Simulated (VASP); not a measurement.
Write the native input for VASP 6.6.1 that does the following.

```yaml
Task: single point
Functional: PBE
Potentials_or_basis: VASP PAW PBE potentials, release 64 (K_sv)
Cutoff: 520 eV
k_mesh: 8 × 8 × 8
Occupations: fermi-dirac, width 0.1 eV
Spin: no spin polarisation
Dipole_correction: no
Further_INCAR_settings: ALGO = Normal; EDIFF = 1e-06; NBANDS = 16
```

The structure of K lies in POSCAR:

```
K
1.0
    0.0000000000      4.0531611729      4.0531611729
    4.0531611729      0.0000000000      4.0531611729
    4.0531611729      4.0531611729      0.0000000000
K
2
Direct
   -0.1250000000     -0.1250000000     -0.1250000000
    0.1250000000      0.1250000000      0.1250000000
```

This isn't the form of K at room conditions, which is bcc.

The input as run:

INCAR

```
ALGO     = Normal         # electronic algorithm
EDIFF    = 1E-6           # SCF threshold, eV
ENCUT    = 520            # plane-wave cutoff, eV
GGA      = PE             # functional
ISIF     = 2              # what is computed and relaxed
ISMEAR   = -1             # smearing method
LASPH    = True           # aspherical terms in the spheres
LCHARG   = True           # write CHGCAR
LELF     = True           # ELF
LREAL    = False          # projectors in reciprocal space
LVHAR    = True         
LWAVE    = False          # write WAVECAR
NBANDS   = 16             # bands
NELM     = 100            # most SCF steps
PREC     = Accurate       # precision mode
SIGMA    = 0.1            # smearing width, eV
```

KPOINTS

```
k-points
0
Gamma
  8 8 8
```

Potentials or basis: VASP PAW PBE potentials, release 64 (K_sv).

Command:

```bash
$ cat potpaw_PBE.64/K_sv/POTCAR > POTCAR
$ mpirun -np 1 vasp_std > vasp.out
```

Results of the run:

```yaml
Pressure: 1.4 GPa
Band_gap_on_the_k_mesh: zero (bands 9 and 10 overlap by 0.74 eV)
```

Wall time 49 s on 1 thread of AMD EPYC 9R45 96-Core Processor (Zen 5), with other jobs on the host, peak memory 0.28 GiB.
